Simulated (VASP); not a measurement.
# TiO2 (Pbcn) in VASP: electric field gradients with r2SCAN

Aim: the electric field gradients of TiO2 with r2SCAN.

Everything below comes from runs of VASP 6.6.1. Logs are shortened: lines on timing, memory, paths and dates and some standing lists are left out, and cuts for length are marked.

### 1 The cell of the first run

Symmetry: Pbcn, No. 60, orthorhombic system. The conventional cell has a = 4.515 Å, b = 5.497 Å, c = 4.939 Å, α = 90.00°, β = 90.00°, γ = 90.00°. Within 2.5 Å of Ti (site symmetry 2) lie 6 O at 1.87 to 2.09 Å. O (site symmetry 1) has 3 Ti at 1.87 to 2.09 Å and 12 O at 2.57 to 2.96 Å within 3.0 Å.

### 2 Electric field gradients, r2SCAN

POSCAR reads:

```
TiO2
1.0
    4.5150000000      0.0000000000      0.0000000000
    0.0000000000      5.4970000000      0.0000000000
    0.0000000000      0.0000000000      4.9390000000
Ti O
4 8
Direct
    0.0000000000      0.1745255531      0.2500000000
    0.5000000000      0.3254744469      0.7500000000
    0.0000000000      0.8254744469      0.7500000000
    0.5000000000      0.6745255531      0.2500000000
    0.2703968752      0.3819143471      0.4196924314
    0.2296031248      0.1180856529      0.9196924314
    0.7703968752      0.1180856529      0.5803075686
    0.7296031248      0.3819143471      0.0803075686
    0.7296031248      0.6180856529      0.5803075686
    0.7703968752      0.8819143471      0.0803075686
    0.2296031248      0.8819143471      0.4196924314
    0.2703968752      0.6180856529      0.9196924314
```

INCAR.step1 reads:

```
ALGO = Normal
EDIFF = 1E-5
ENCUT = 910
GGA = PE
GGA_COMPAT = False
ISMEAR = -1
LASPH = True
LCHARG = False
LREAL = False
LWAVE = True
NBANDS = 60
NELM = 120
PREC = Accurate
SIGMA = 0.02
```

INCAR.step2 reads:

```
ALGO = Normal
EDIFF = 1E-7
ENCUT = 910
GGA_COMPAT = False
ISIF = 2
ISMEAR = -1
ISTART = 1
LASPH = True
LCHARG = False
LEFG = True
LMIXTAU = True
LREAL = False
LWAVE = False
METAGGA = R2SCAN
NBANDS = 60
NELM = 120
PREC = Accurate
SIGMA = 0.02
```

KPOINTS reads:

```
k-points
0
Gamma
  5 5 5
```

Potentials or basis: VASP PAW PBE potentials, release 64 (Ti_sv, O_h).

Launch:

```bash
> cat potpaw_PBE.64/Ti_sv/POTCAR potpaw_PBE.64/O_h/POTCAR > POTCAR
> cp INCAR.step1 INCAR
> mpirun -np 1 vasp_std > vasp.out
> cp INCAR.step2 INCAR
> mpirun -np 1 vasp_std > vasp.out
```

OUTCAR:

```text
EDIFF = 1E-7
   ENCUT = 910
   ISIF = 2
   ISMEAR = -1
   ISTART = 1
   LASPH = True
   LREAL = False
   METAGGA = R2SCAN
   NELM = 120
   PREC = Accurate

 ion  position               nearest neighbor table
   1  0.000  0.175  0.250-   5 1.87   8 1.87   7 1.96   6 1.96  10 2.09  11 2.09
   2  0.500  0.325  0.750-   6 1.87   7 1.87   5 1.96   8 1.96   9 2.09  12 2.09
   3  0.000  0.825  0.750-   9 1.87  12 1.87  11 1.96  10 1.96   6 2.09   7 2.09
   4  0.500  0.675  0.250-  10 1.87  11 1.87   9 1.96  12 1.96   5 2.09   8 2.09
   5  0.270  0.382  0.420-   1 1.87   2 1.96   4 2.09
   6  0.230  0.118  0.920-   2 1.87   1 1.96   3 2.09
   7  0.770  0.118  0.580-   2 1.87   1 1.96   3 2.09
   8  0.730  0.382  0.080-   1 1.87   2 1.96   4 2.09
   9  0.730  0.618  0.580-   3 1.87   4 1.96   2 2.09
  10  0.770  0.882  0.080-   4 1.87   3 1.96   1 2.09
  11  0.230  0.882  0.420-   4 1.87   3 1.96   1 2.09
  12  0.270  0.618  0.920-   3 1.87   4 1.96   2 2.09

  LATTYP: Found a simple orthorhombic cell.
 ALAT       =     4.5150000000
 B/A-ratio  =     1.0939091916
 C/A-ratio  =     1.2174972315

  Lattice vectors:

 A1 = (  -4.5150000000,   0.0000000000,   0.0000000000)
 A2 = (   0.0000000000,   0.0000000000,   4.9390000000)
 A3 = (   0.0000000000,   5.4970000000,   0.0000000000)

Analysis of symmetry for initial positions (statically):
=====================================================================
 Subroutine PRICEL returns:
 Original cell was already a primitive cell.

 Routine SETGRP: Setting up the symmetry group for a
 simple orthorhombic supercell.

 Subroutine GETGRP returns: Found  8 space group operations
 (whereof  2 operations were pure point group operations)
 out of a pool of  8 trial point group operations.

The static configuration has the point symmetry S_2 .
 The point group associated with its full space group is D_2h.

Analysis of symmetry for dynamics (positions and initial velocities):
=====================================================================
 Subroutine PRICEL returns:
 Original cell was already a primitive cell.

 Routine SETGRP: Setting up the symmetry group for a
 simple orthorhombic supercell.

 Subroutine GETGRP returns: Found  8 space group operations
 (whereof  2 operations were pure point group operations)
 out of a pool of  8 trial point group operations.

The dynamic configuration has the point symmetry S_2 .
 The point group associated with its full space group is D_2h.

 Subroutine INISYM returns: Found  8 space group operations
 (whereof  2 operations are pure point group operations),
 and found     1 'primitive' translations

----------------------------------------------------------------------------------------

                                     Primitive cell

  volume of cell :     122.5808

  direct lattice vectors                    reciprocal lattice vectors
     4.515000000  0.000000000  0.000000000     0.221483942  0.000000000  0.000000000
     0.000000000  5.497000000  0.000000000     0.000000000  0.181917409  0.000000000
     0.000000000  0.000000000  4.939000000     0.000000000  0.000000000  0.202470136

  length of vectors
     4.515000000  5.497000000  4.939000000     0.221483942  0.181917409  0.202470136

  position of ions in fractional coordinates (direct lattice)
     0.000000000  0.174525553  0.250000000
     0.500000000  0.325474447  0.750000000
     0.000000000  0.825474447  0.750000000
     0.500000000  0.674525553  0.250000000
     0.270396875  0.381914347  0.419692431
     0.229603125  0.118085653  0.919692431
     0.770396875  0.118085653  0.580307569
     0.729603125  0.381914347  0.080307569
     0.729603125  0.618085653  0.580307569
     0.770396875  0.881914347  0.080307569
     0.229603125  0.881914347  0.419692431
     0.270396875  0.618085653  0.919692431

  ion indices of the primitive-cell ions
   primitive index   ion index
                 1           1
                 2           2
                 3           3
                 4           4
                 5           5
                 6           6
                 7           7
                 8           8
                 9           9
                10          10
                11          11
                12          12

----------------------------------------------------------------------------------------

 KPOINTS: k-points

Automatic generation of k-mesh.
 Grid dimensions read from file:
[... 59 lines left out ...]
   ISPIN  =      1    spin polarized calculation?
   LNONCOLLINEAR =      F non collinear calculations
   LSORBIT =      F    spin-orbit coupling
   LASPH  =      T    aspherical Exc in radial PAW
   ENCUT  =  910.0 eV  66.88 Ry    8.18 a.u.  11.11 13.52 12.15*2*pi/ulx,y,z
   NELM   =    120;   NELMIN=  2; NELMDL=  0     # of ELM steps
   EDIFF  = 0.1E-06   stopping-criterion for ELM
   LREAL  =      F    real-space projection
   EDIFFG = 0.1E-05   stopping-criterion for IOM
   NSW    =      0    number of steps for IOM
   IBRION =     -1    ionic relax: 0-MD 1-quasi-New 2-CG
   NFREE  =      0    steps in history (QN), initial steepest desc. (CG)
   ISIF   =      2    stress and relaxation
   ISYM   =      2    0-nonsym 1-usesym 2-fastsym
   POTIM  = 0.5000    time-step for ionic-motion
   TEBEG  =    0.0;   TEEND  =   0.0 temperature during run
   PSTRESS=    0.0 pullay stress
   NELECT =      96.0000    total number of electrons
   NUPDOWN=      -1.0000    fix difference up-down
   EMIN   =  10.00;   EMAX   =-10.00  energy-range for DOS
   EFERMI =   0.00;   METHOD = LEGACY
   ISMEAR =    -1;   SIGMA  =   0.02  broadening in eV -4-tet -1-fermi 0-gaus
   EFERMI_NEDOS =   21; number of points for ismear=-14 and -15
   IALGO  =     38    algorithm
   IMIX   =      4    mixing-type and parameters
     AMIX     =   0.40;   BMIX     =  1.00
     AMIX_MAG =   1.60;   BMIX_MAG =  1.00
  volume/ion in A,a.u.               =      10.22        68.93
  Fermi-wavevector in a.u.,A,eV,Ry     =   1.509006  2.851609 30.981829  2.277100
  Thomas-Fermi vector in A             =   2.619386
   LORBIT       =      0    0 simple, 1 ext, 2 COOP (PROOUT), +10 PAW based schemes
   METAGGA = R2SCAN    functional components
   LHFCALC =     F    Hartree Fock is set to
   AEXX    =    0.0000 exact exchange contribution
   IVDW    =     0    specifies the selected vdW correction
   LEPSILON=     F    determine dielectric tensor
   LRPA    =     F    only Hartree local field effects (RPA)
 non-spin polarized calculation
  energy-cutoff  :      910.00
  volume of cell :      122.58
 maximum number of plane-waves:      7664
 NGX is ok and might be reduce to    48
   NGX = 23   NGY = 27   NGZ = 25

 number of electron      96.0000003 magnetization

 Free energy of the ion-electron system (eV)
  ---------------------------------------------------
  ext. energy  EPLUGINS =         0.00000000
  ---------------------------------------------------
  free energy    TOTEN  =      -139.72710311 eV

  energy without entropy =     -139.72710311  energy(sigma->0) =     -139.72710311

 E-fermi :   5.2805     XC(G=0): -12.3014

 val. band max:        4.8732072218   @ k =   0.0000   0.0000   0.0000
 cond. band min:       7.9286185879   @ k =   0.0000   0.0000   0.4000
 fundamental gap:      3.0554113661
 Fermi energy:         5.2805150858

 k-point     1 :       0.0000    0.0000    0.0000
  band No.  band energies     occupation
      1     -53.7548      2.00000
      2     -53.7312      2.00000
      3     -53.7254      2.00000
      4     -53.7198      2.00000
      5     -29.1536      2.00000
      6     -29.0730      2.00000
[... 1501 lines left out ...]
     59       9.4482      0.00000
     60       9.4936      0.00000

 [... further k-points ...]
[... 5 lines left out ...]
  --------------------------------------------------------------------------------------
  -------------------------------------------------------------------------------------
  Total        1.5603925      1.1665839     -0.9095975      0.0000000      0.0000000      0.0000000
  in kB       20.3949153     15.2476896    -11.8887806      0.0000000      0.0000000      0.0000000
  external PRESSURE =       7.9179414 kB  Pullay stress =       0.0000000 kB

 VOLUME and BASIS-vectors are now :
 -----------------------------------------------------------------------------
  energy-cutoff  :      910.00
  volume of cell :      122.58
      direct lattice vectors                 reciprocal lattice vectors
     4.515000000  0.000000000  0.000000000     0.221483942  0.000000000  0.000000000
     0.000000000  5.497000000  0.000000000     0.000000000  0.181917409  0.000000000
     0.000000000  0.000000000  4.939000000     0.000000000  0.000000000  0.202470136

 POSITION                                       TOTAL-FORCE (eV/Angst)
 -----------------------------------------------------------------------------------
      0.00000      0.95937      1.23475         0.000000     -0.114390      0.000000
      2.25750      1.78913      3.70425         0.000000      0.114390      0.000000
      0.00000      4.53763      3.70425         0.000000      0.114390     -0.000000
      2.25750      3.70787      1.23475         0.000000     -0.114390     -0.000000
      1.22084      2.09938      2.07286         0.043666      0.039387      0.006161
      1.03666      0.64912      4.54236        -0.043666     -0.039387      0.006161
      3.47834      0.64912      2.86614         0.043666     -0.039387     -0.006161
      3.29416      2.09938      0.39664        -0.043666      0.039387     -0.006161
      3.29416      3.39762      2.86614        -0.043666     -0.039387     -0.006161
      3.47834      4.84788      0.39664         0.043666      0.039387     -0.006161
      1.03666      4.84788      2.07286        -0.043666      0.039387      0.006161
      1.22084      3.39762      4.54236         0.043666     -0.039387      0.006161
 -----------------------------------------------------------------------------------
    total drift:                                0.000000      0.000000     -0.000000

  FREE ENERGIE OF THE ION-ELECTRON SYSTEM (eV)
  ---------------------------------------------------
  free  energy   TOTEN  =      -139.7271031124 eV

  energy  without entropy=     -139.7271031124  energy(sigma->0) =     -139.72710311

 Electric field gradients (V/A^2)
---------------------------------------------------------------------
 ion       V_xx      V_yy      V_zz      V_xy      V_xz      V_yz
---------------------------------------------------------------------
   1     -12.754    25.599   -12.845    -0.000    -8.318    -0.000
   2     -12.754    25.599   -12.845    -0.000     8.318    -0.000
   3     -12.754    25.599   -12.845    -0.000    -8.318    -0.000
   4     -12.754    25.599   -12.845    -0.000     8.318     0.000
   5      -6.097    -0.187     6.284    23.282    10.233    -3.817
   6      -6.097    -0.187     6.284    23.282   -10.233     3.817
   7      -6.097    -0.187     6.284   -23.282   -10.233    -3.817
   8      -6.097    -0.187     6.284   -23.282    10.233     3.817
   9      -6.097    -0.187     6.284    23.282    10.233    -3.817
  10      -6.097    -0.187     6.284    23.282   -10.233     3.817
  11      -6.097    -0.187     6.284   -23.282   -10.233    -3.817
  12      -6.097    -0.187     6.284   -23.282    10.233     3.817
---------------------------------------------------------------------

 Electric field gradients after diagonalization (V/A^2)
 (convention: |V_zz| > |V_xx| > |V_yy|)
----------------------------------------------------------------------
 ion       V_xx      V_yy      V_zz     asymmetry (V_yy - V_xx)/ V_zz
----------------------------------------------------------------------
   1     -21.118    -4.481    25.599       0.650
   2     -21.118    -4.481    25.599       0.650
   3     -21.118    -4.481    25.599       0.650
   4     -21.118    -4.481    25.599       0.650
   5      21.493     8.047   -29.541       0.455
   6      21.493     8.047   -29.541       0.455
   7      21.493     8.047   -29.541       0.455
   8      21.493     8.047   -29.541       0.455
   9      21.493     8.047   -29.541       0.455
  10      21.493     8.047   -29.541       0.455
  11      21.493     8.047   -29.541       0.455
  12      21.493     8.047   -29.541       0.455
----------------------------------------------------------------------

           NMR quadrupolar parameters

 Cq : quadrupolar parameter    Cq=e*Q*V_zz/h
 eta: asymmetry parameters     (V_yy - V_xx)/ V_zz
 Q  : nuclear electric quadrupole moment in mb (millibarn)
----------------------------------------------------------------------
 ion       Cq(MHz)       eta       Q (mb)
----------------------------------------------------------------------
   1       0.062       0.650       1.000
   2       0.062       0.650       1.000
   3       0.062       0.650       1.000
   4       0.062       0.650       1.000
   5      -0.071       0.455       1.000
   6      -0.071       0.455       1.000
   7      -0.071       0.455       1.000
   8      -0.071       0.455       1.000
   9      -0.071       0.455       1.000
  10      -0.071       0.455       1.000
  11      -0.071       0.455       1.000
  12      -0.071       0.455       1.000
----------------------------------------------------------------------
```

It took 30 min on 1 thread of Intel Xeon Platinum 8559C (Emerald Rapids), shared host; peak memory 0.57 GiB.

Results:

```
Free energy                             : -139.7271 eV
Pressure                                : 0.8 GPa
Largest force                           : 0.114 eV/Å
Band gap on the k mesh                  : 3.06 eV
Largest electric field gradient by atom : Ti +25.6; O -29.5 V/Å²
```

Forces on the atoms (eV/Å):
```
Ti   0.000 -0.114  0.000
Ti   0.000  0.114  0.000
Ti   0.000  0.114  0.000
Ti   0.000 -0.114  0.000
O    0.044  0.039  0.006
O   -0.044 -0.039  0.006
O    0.044 -0.039 -0.006
O   -0.044  0.039 -0.006
O   -0.044 -0.039 -0.006
O    0.044  0.039 -0.006
O   -0.044  0.039  0.006
O    0.044 -0.039  0.006
```

Stress tensor (GPa, compression positive):
```
 2.04  0.00  0.00
 0.00  1.52  0.00
 0.00  0.00 -1.19
```

Electric field gradients, principal values (V/Å²):
```csv
atom,least,middle,greatest (by size)
1 Ti,-4.481,-21.118,25.599
2 Ti,-4.481,-21.118,25.599
3 Ti,-4.481,-21.118,25.599
4 Ti,-4.481,-21.118,25.599
5 O,8.047,21.493,-29.541
6 O,8.047,21.493,-29.541
7 O,8.047,21.493,-29.541
8 O,8.047,21.493,-29.541
9 O,8.047,21.493,-29.541
10 O,8.047,21.493,-29.541
11 O,8.047,21.493,-29.541
12 O,8.047,21.493,-29.541
```

Caveat: the cutoff is under 1.25 times the usual one of these potentials, so pressure, stress and relaxed cells hold a basis-set (Pulay) error; without QUAD_EFG the Cq values of the log hold for a quadrupole moment of 1 mb, not for the nuclei; the PAW data sets were made with another functional, which shifts forces and pressure a little; an odd mesh through Γ misses points on the zone boundary, where band edges can lie.
